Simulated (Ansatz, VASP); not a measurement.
## AlN in VASP and in Ansatz

```xyz
4
Lattice="3.1130 0.0000 0.0000 -1.5565 2.6959 0.0000 0.0000 0.0000 4.9810" Properties=species:S:1:pos:R:3 pbc="T T T"
Al    0.0000    1.7973    0.0000
Al    1.5565    0.8986    2.4905
N     0.0000    1.7973    1.8928
N     1.5565    0.8986    4.3833
```

Alike in both runs: task single point; functional PBE; k mesh 12 × 12 × 6; occupations gaussian, width 0.05 eV; no spin polarisation.

|  | VASP | Ansatz |
| --- | --- | --- |
| version | VASP 6.6.1 | Ansatz 0.2.0 |
| potentials or method | VASP PAW PBE potentials, release 64 (Al, N), cutoff 520 eV | scalar-relativistic, plane waves, PAW |
| valence electrons in the cell | 16 | 16 |

VASP gave:

- gap on the k mesh at the Fermi level (eV): 4.22
- pressure (GPa): 3.5
- traceless stress, the component that is largest in VASP (GPa): 1.11
- rms of the force components (eV/Å): 0.074

Q: What did Ansatz give for the same quantities?

A: gap on the k mesh at the Fermi level (eV): 4.21; pressure (GPa): 3.7; traceless stress, the component that is largest in VASP (GPa): 1.06; rms of the force components (eV/Å): 0.075.

Atom by atom the forces differ by 0.000 eV/Å (rms over components).
